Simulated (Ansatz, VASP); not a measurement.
## One calculation of Pb, two programs

File INCAR:

```
SYSTEM = Pb
ALGO = Fast
EDIFF = 1E-6
ENCUT = 520
GGA = PE
ISIF = 2
ISMEAR = 0
LASPH = .TRUE.
LCHARG = .FALSE.
LREAL = .FALSE.
LWAVE = .FALSE.
NBANDS = 21
NELM = 80
PREC = Accurate
SIGMA = 0.05
```

File KPOINTS:

```
k-points
0
G
  12 12 6
  0 0 0
```

POSCAR

```
Pb
1.0
    3.2290015687     -1.8599925043      0.0000000000
    3.2290015687      1.8599925043      0.0000000000
   -2.2480144995      0.0000000000      6.4771429364
Pb
2
Direct
    0.0914915900      0.0914915900      0.2737078000
    0.9085084100      0.9085084100      0.7262922000
```

Input for Ansatz:

```yaml
crystal:
  lattice:
    - [3.2290015687, -1.8599925043, 0.0]
    - [3.2290015687, 1.8599925043, 0.0]
    - [-2.2480144995, 0.0, 6.4771429364]
  atoms:
    - { symbol: Pb, position: [0.09149159, 0.09149159, 0.2737078] }
    - { symbol: Pb, position: [0.90850841, 0.90850841, 0.7262922] }
basis:
  ecutwfc: 420
  fft_grid_basis: typed
kpoints:
  mp_grid: { grid: [12, 12, 6] }
hamiltonian:
  xc: pbe
  pseudopotentials: { kind: paw }
scf:
  occupations: { method: gaussian, width: 0.05 }
output:
  forces: true
  stress: true
  eigenvalues: true
  bader: true
  write_density: true
  volumetric_format: npy
  elf: true
```

Alike in both runs: task single point; functional PBE; k mesh 12 × 12 × 6; occupations gaussian, width 0.05 eV; no spin polarisation.

|  | VASP | Ansatz |
| --- | --- | --- |
| version | VASP 6.6.1 | Ansatz 0.2.0 |
| potentials or method | VASP PAW PBE potentials, release 64 (Pb_d), cutoff 520 eV | scalar-relativistic, plane waves, PAW |
| valence electrons in the cell | 28 | 28 |

Ansatz gave:

* gap on the k mesh at the Fermi level (eV): none
* pressure (GPa): -4.0
* traceless stress, the component that is largest in VASP (GPa): 0.25
* rms of the force components (eV/Å): 0.155

Question: What did VASP give for the same quantities?

Answer: gap on the k mesh at the Fermi level (eV): none; pressure (GPa): -4.1; traceless stress, the component that is largest in VASP (GPa): 0.25; rms of the force components (eV/Å): 0.155.

Atom by atom the forces differ by 0.000 eV/Å (rms over components). A gap of «none» marks a metal or a gap that the smearing closes.

Spin-orbit coupling is off throughout.
